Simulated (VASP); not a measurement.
# As in VASP: further runs

The runs below take As through single point, with PBE+D3(BJ).

Everything below comes from runs of VASP 6.6.1. Logs are shortened: lines on timing, memory, paths and dates and some standing lists are left out, and cuts for length are marked.

**1. The cell of the first run**

The cell holds a slab with vacuum, 4 atoms: a = 3.572 Å, b = 3.572 Å, c = 20.295 Å, α = 90.00°, β = 90.00°, γ = 120.00°.

**2. Single point, PBE+D3(BJ)**

Contents of INCAR:

```
PREC = Accurate
ENCUT = 520
EDIFF = 1E-6
ISMEAR = 0
SIGMA = 0.05
LREAL = False
LASPH = True
NELM = 100
ALGO = Normal
ISIF = 2
LWAVE = False
LCHARG = False
LDIPOL = True
IDIPOL = 3
DIPOL = 0.5 0.5 0.367
GGA = PE
IVDW = 12
NBANDS = 18
```

Contents of KPOINTS:

```
regular mesh
0
Gamma
  9 9 1
```

Contents of POSCAR:

```
As
1.0
    3.5716242980      0.0000000000      0.0000000000
   -1.7858121490      3.0931173748      0.0000000000
    0.0000000000      0.0000000000     20.2951239168
As
4
Direct
    0.3333333333      0.6666666667      0.2217281362
    0.6666666667      0.3333333333      0.2904081527
    0.8333333333      1.0000000000      0.4437077894
    1.1666666667      0.6666666667      0.5123857451
```

Potentials or basis: VASP PAW PBE potentials, release 64 (As).

Started as:

```
> cat potpaw_PBE.64/As/POTCAR > POTCAR
> mpirun -np 1 vasp_std > vasp.out
```

OUTCAR:

```text
PREC = Accurate
   ENCUT = 520
   EDIFF = 1E-6
   ISMEAR = 0
   LREAL = False
   LASPH = True
   NELM = 100
   ISIF = 2
   GGA = PE
   IVDW = 12
 IVDW          = 12

 ion  position               nearest neighbor table
   1  0.333  0.667  0.222-   2 2.49   2 2.49   2 2.49
   2  0.667  0.333  0.290-   1 2.49   1 2.49   1 2.49
   3  0.833  0.000  0.444-   4 2.49   4 2.49   4 2.49
   4  0.167  0.667  0.512-   3 2.49   3 2.49   3 2.49

  LATTYP: Found a hexagonal cell.
 ALAT       =     3.5716242980
 C/A-ratio  =     5.6823232858

  Lattice vectors:

 A1 = (   3.5716242980,   0.0000000000,   0.0000000000)
 A2 = (  -1.7858121490,   3.0931173748,   0.0000000000)
 A3 = (   0.0000000000,   0.0000000000,  20.2951239168)

Analysis of symmetry for initial positions (statically):
=====================================================================
 Subroutine PRICEL returns:
 Original cell was already a primitive cell.

 Routine SETGRP: Setting up the symmetry group for a
 hexagonal supercell.

 Subroutine GETGRP returns: Found  2 space group operations
 (whereof  1 operations were pure point group operations)
 out of a pool of 24 trial point group operations.

The static configuration has the point symmetry C_1 .
 The point group associated with its full space group is S_2 .

Analysis of symmetry for dynamics (positions and initial velocities):
=====================================================================
 Subroutine PRICEL returns:
 Original cell was already a primitive cell.

 Routine SETGRP: Setting up the symmetry group for a
 hexagonal supercell.

 Subroutine GETGRP returns: Found  2 space group operations
 (whereof  1 operations were pure point group operations)
 out of a pool of 24 trial point group operations.

The dynamic configuration has the point symmetry C_1 .
 The point group associated with its full space group is S_2 .

 Subroutine INISYM returns: Found  2 space group operations
 (whereof  1 operations are pure point group operations),
 and found     1 'primitive' translations

----------------------------------------------------------------------------------------

                                     Primitive cell

  volume of cell :     224.2094

  direct lattice vectors                    reciprocal lattice vectors
     3.571624298  0.000000000  0.000000000     0.279984656  0.161649216  0.000000000
    -1.785812149  3.093117375  0.000000000     0.000000000  0.323298433  0.000000000
     0.000000000  0.000000000 20.295123917     0.000000000  0.000000000  0.049272919

  length of vectors
     3.571624298  3.571624298 20.295123917     0.323298433  0.323298433  0.049272919

  position of ions in fractional coordinates (direct lattice)
     0.333333333  0.666666667  0.221728136
     0.666666667  0.333333333  0.290408153
     0.833333333  0.000000000  0.443707789
     0.166666667  0.666666667  0.512385745

  ion indices of the primitive-cell ions
   primitive index   ion index
                 1           1
                 2           2
                 3           3
                 4           4

----------------------------------------------------------------------------------------

 KPOINTS: regular mesh

Automatic generation of k-mesh.
 Grid dimensions read from file:
 generate k-points for:    9    9    1

 Generating k-lattice:

  Cartesian coordinates                     Fractional coordinates (reciprocal lattice)
     0.031109406  0.017961024  0.000000000     0.111111111  0.000000000  0.000000000
     0.000000000  0.035922048  0.000000000     0.000000000  0.111111111  0.000000000
     0.000000000  0.000000000  0.049272919     0.000000000  0.000000000  1.000000000

  Length of vectors
     0.035922048  0.035922048  0.049272919

  Shift w.r.t. Gamma in fractional coordinates (k-lattice)
     0.000000000  0.000000000  0.000000000

 Subroutine IBZKPT returns following result:
 ===========================================

 Found     41 irreducible k-points:

 Following reciprocal coordinates:
            Coordinates               Weight
  0.000000  0.000000  0.000000      1.000000
  0.111111  0.000000  0.000000      2.000000
  0.000000  0.111111  0.000000      2.000000
 -0.111111  0.111111  0.000000      2.000000
  0.222222 -0.000000  0.000000      2.000000
  0.000000  0.222222  0.000000      2.000000
[... 16 lines left out ...]
  0.333333  0.111111  0.000000      2.000000
 -0.111111  0.444444  0.000000      2.000000
 [... further k-points ...]
   k-points           NKPTS =     41   k-points in BZ     NKDIM =     41   number of bands    NBANDS=     18
   number of dos      NEDOS =    301   number of ions     NIONS =      4
   total plane-waves  NPLWV = 125440
   dimension x,y,z NGX =    28 NGY =   28 NGZ =  160
   dimension x,y,z NGXF=    56 NGYF=   56 NGZF=  320
   ions per type =               4
   NGX,Y,Z   is equivalent  to a cutoff of  13.03, 13.03, 13.11 a.u.
   NGXF,Y,Z  is equivalent  to a cutoff of  26.07, 26.07, 26.21 a.u.
 SYSTEM =  unknown system
   PREC   = accura    normal or accurate (medium, high low for compatibility)
   ISTART =      0    job   : 0-new  1-cont  2-samecut
   ICHARG =      2    charge: 1-file 2-atom 10-const
   ISPIN  =      1    spin polarized calculation?
   LNONCOLLINEAR =      F non collinear calculations
   LSORBIT =      F    spin-orbit coupling
   LASPH  =      T    aspherical Exc in radial PAW
   ENCUT  =  520.0 eV  38.22 Ry    6.18 a.u.   6.64  6.64 37.74*2*pi/ulx,y,z
   NELM   =    100;   NELMIN=  2; NELMDL= -5     # of ELM steps
   EDIFF  = 0.1E-05   stopping-criterion for ELM
   LREAL  =      F    real-space projection
   EDIFFG = 0.1E-04   stopping-criterion for IOM
   NSW    =      0    number of steps for IOM
   IBRION =     -1    ionic relax: 0-MD 1-quasi-New 2-CG
   NFREE  =      0    steps in history (QN), initial steepest desc. (CG)
   ISIF   =      2    stress and relaxation
   ISYM   =      2    0-nonsym 1-usesym 2-fastsym
   POTIM  = 0.5000    time-step for ionic-motion
   TEBEG  =    0.0;   TEEND  =   0.0 temperature during run
   PSTRESS=    0.0 pullay stress
   NELECT =      20.0000    total number of electrons
   NUPDOWN=      -1.0000    fix difference up-down
   EMIN   =  10.00;   EMAX   =-10.00  energy-range for DOS
   EFERMI =   0.00;   METHOD = LEGACY
   ISMEAR =     0;   SIGMA  =   0.05  broadening in eV -4-tet -1-fermi 0-gaus
   EFERMI_NEDOS =   21; number of points for ismear=-14 and -15
   IALGO  =     38    algorithm
   IMIX   =      4    mixing-type and parameters
     AMIX     =   0.40;   BMIX     =  1.00
     AMIX_MAG =   1.60;   BMIX_MAG =  1.00
  volume/ion in A,a.u.               =      56.05       378.26
  Fermi-wavevector in a.u.,A,eV,Ry     =   0.731476  1.382290  7.279898  0.535057
  Thomas-Fermi vector in A             =   1.823703
   LORBIT       =      0    0 simple, 1 ext, 2 COOP (PROOUT), +10 PAW based schemes
   GGA     = PE    functional components
   LHFCALC =     F    Hartree Fock is set to
   AEXX    =    0.0000 exact exchange contribution
   IVDW    =    12    specifies the selected vdW correction
   LEPSILON=     F    determine dielectric tensor
   LRPA    =     F    only Hartree local field effects (RPA)
 non-spin polarized calculation
 Gauss-broadening in eV      SIGMA  =   0.05
  energy-cutoff  :      520.00
  volume of cell :      224.21
 maximum number of plane-waves:      6099
   NGX = 13   NGY = 13   NGZ = 75

 dipolmoment           0.000000      0.000000     -0.000002 electrons x Angstroem

 number of electron      20.0000002 magnetization

 dipolmoment           0.000000      0.000000      0.000240 electrons x Angstroem

 Free energy of the ion-electron system (eV)
  ---------------------------------------------------
  ext. energy  EPLUGINS =         0.00000000
  ---------------------------------------------------
  free energy    TOTEN  =       -18.58921454 eV

  energy without entropy =      -18.58921454  energy(sigma->0) =      -18.58921454

 E-fermi :  -0.8889     XC(G=0):  -4.6276

 val. band max:       -1.1273100027   @ k =   0.1111   0.0000   0.0000
 cond. band min:      -0.3540725075   @ k =   0.3333   0.0000   0.0000
 fundamental gap:      0.7732374952
 Fermi energy:        -0.8889110361

 k-point     1 :       0.0000    0.0000    0.0000
  band No.  band energies     occupation
      1     -15.3079      2.00000
      2     -15.1693      2.00000
      3      -9.2737      2.00000
      4      -8.4447      2.00000
      5      -2.9703      2.00000
      6      -1.6018      2.00000
[... 10 lines left out ...]
     17       3.2794      0.00000
     18       3.5298      0.00000

 k-point     2 :       0.1111    0.0000    0.0000
  band No.  band energies     occupation
      1     -15.1397      2.00000
      2     -15.0015      2.00000
      3      -9.2201      2.00000
      4      -8.4405      2.00000
      5      -3.1822      2.00000
      6      -2.8645      2.00000
[... 10 lines left out ...]
     17       3.5034      0.00000
     18       3.7424      0.00000

 k-point     3 :       0.0000    0.1111    0.0000
  band No.  band energies     occupation
      1     -15.1394      2.00000
      2     -15.0018      2.00000
      3      -9.2159      2.00000
      4      -8.4450      2.00000
      5      -3.1858      2.00000
      6      -2.8997      2.00000
[... 10 lines left out ...]
     17       3.5027      0.00000
     18       3.7452      0.00000

 k-point     4 :      -0.1111    0.1111    0.0000
  band No.  band energies     occupation
      1     -15.1394      2.00000
      2     -15.0018      2.00000
      3      -9.2128      2.00000
      4      -8.4480      2.00000
      5      -3.1921      2.00000
      6      -2.9220      2.00000
[... 375 lines left out ...]
      4      -8.9987      2.00000
      5      -5.3610      2.00000
      6      -4.7727      2.00000
[... 10 lines left out ...]
     17       4.5222      0.00000
     18       4.7637      0.00000

 k-point    23 :       0.3333    0.1111    0.0000
  band No.  band energies     occupation
      1     -13.2858      2.00000
      2     -13.1616      2.00000
      3     -10.2140      2.00000
      4      -9.9885      2.00000
      5      -5.5487      2.00000
      6      -5.0236      2.00000
[... 10 lines left out ...]
     17       5.1264      0.00000
     18       5.4082      0.00000

 k-point    24 :      -0.1111    0.4444    0.0000
  band No.  band energies     occupation
      1     -13.2752      2.00000
      2     -13.1708      2.00000
      3     -10.1866      2.00000
      4     -10.0131      2.00000
      5      -5.5661      2.00000
      6      -5.0035      2.00000
[... 10 lines left out ...]
     17       5.1979      0.00000
     18       5.4121      0.00000

 [... further k-points ...]

------------------------ aborting loop because EDIFF is reached ----------------------------------------

 vacuum level on the upper side and lower side of the slab       (xc-potential included)        -0.148        -0.153

 Edisp (eV)   -1.11753

 E8    (eV) :    -0.4888

  FORCE on cell =-STRESS in cart. coord.  units (eV):
  Direction    XX          YY          ZZ          XY          YZ          ZX
  --------------------------------------------------------------------------------------
  -------------------------------------------------------------------------------------
  Total       0.65353     0.57603     0.23479    -0.22534    -0.17479     0.22065
  in kB       4.67006     4.11626     1.67779    -1.61024    -1.24903     1.57676
  external pressure =        3.49 kB  Pullay stress =        0.00 kB

 VOLUME and BASIS-vectors are now :
 -----------------------------------------------------------------------------
  energy-cutoff  :      520.00
  volume of cell :      224.21
      direct lattice vectors                 reciprocal lattice vectors
     3.571624298  0.000000000  0.000000000     0.279984656  0.161649216  0.000000000
    -1.785812149  3.093117375  0.000000000     0.000000000  0.323298433  0.000000000
     0.000000000  0.000000000 20.295123917     0.000000000  0.000000000  0.049272919

 POSITION                                       TOTAL-FORCE (eV/Angst)
 -----------------------------------------------------------------------------------
     -0.00000      2.06208      4.50000        -0.019862      0.017092     -0.091156
      1.78581      1.03104      5.89387        -0.033149      0.023706      0.092780
      2.97635      0.00000      9.00510         0.033149     -0.023706     -0.092780
     -0.59527      2.06208     10.39893         0.019862     -0.017092      0.091156
 -----------------------------------------------------------------------------------
    total drift:                               -0.000007     -0.000001      0.018175

  FREE ENERGIE OF THE ION-ELECTRON SYSTEM (eV)
  ---------------------------------------------------
  free  energy   TOTEN  =       -19.7067452564 eV

  energy  without entropy=      -19.7067452564  energy(sigma->0) =      -19.70674526

 vacuum level on the upper side and lower side of the slab         3.664         3.660
```

Run time: 2 min. Hardware: 1 thread of Intel Xeon 6975P-C (Granite Rapids), shared host; peak memory 0.4 GiB.

Results:

```
Free energy                : -19.7067 eV
Largest force              : 0.101 eV/Å
Band gap on the k mesh     : 0.77 eV, indirect (least direct gap 1.53 eV)
Dispersion energy per atom : -0.279 eV
```

Forces on the atoms (eV/Å):
```
As  -0.020  0.017 -0.091
As  -0.033  0.024  0.093
As   0.033 -0.024 -0.093
As   0.020 -0.017  0.091
```

**3. Single point, PBE+D3(BJ)**

Contents of INCAR:

```
SYSTEM = As
PREC = Accurate
ENCUT = 520
EDIFF = 1E-6
ISMEAR = 0
SIGMA = 0.05
LREAL = .FALSE.
LASPH = .TRUE.
NELM = 80
ALGO = Normal
ISIF = 2
LWAVE = .FALSE.
LCHARG = .FALSE.
LDIPOL = .TRUE.
IDIPOL = 3
DIPOL = 0.5 0.5 0.367
GGA = PE
IVDW = 12
NBANDS = 18
```

Contents of KPOINTS:

```
Automatic mesh
0
G
  9 9 1
  0 0 0
```

Contents of POSCAR:

```
As
1.0
    3.5716242980      0.0000000000      0.0000000000
   -1.7858121490      3.0931173748      0.0000000000
    0.0000000000      0.0000000000     20.2951239168
As
4
Direct
    0.3333333333      0.6666666667      0.2217281362
    0.6666666667      0.3333333333      0.2905504948
    1.1666666667      0.6666666667      0.4442314728
    1.5000000000      0.3333333333      0.5130523099
```

Potentials or basis: VASP PAW PBE potentials, release 64 (As).

Started as:

```
> cat potpaw_PBE.64/As/POTCAR > POTCAR
> mpirun -np 1 vasp_std > vasp.out
```

It took 2.4 min on 1 thread of Intel Xeon 6975P-C (Granite Rapids), shared host; peak memory 0.4 GiB.

It converged, with:

```
Free energy                : -19.7201 eV
Largest force              : 0.101 eV/Å
Band gap on the k mesh     : 0.78 eV, indirect (least direct gap 1.46 eV)
Dispersion energy per atom : -0.279 eV
```

Forces on the atoms (eV/Å):
```
As  -0.032 -0.014 -0.090
As  -0.038 -0.022  0.091
As   0.038  0.022 -0.091
As   0.032  0.014  0.090
```

Levels at points of the mesh, in eV from the valence-band top:
```tsv
k point	band 7	band 8	band 9	band 10	band 11	band 12	band 13	band 14
(0.00, 0.00, 0.00)	-0.41	-0.40	-0.35	-0.14	1.52	2.22	3.03	3.05
```
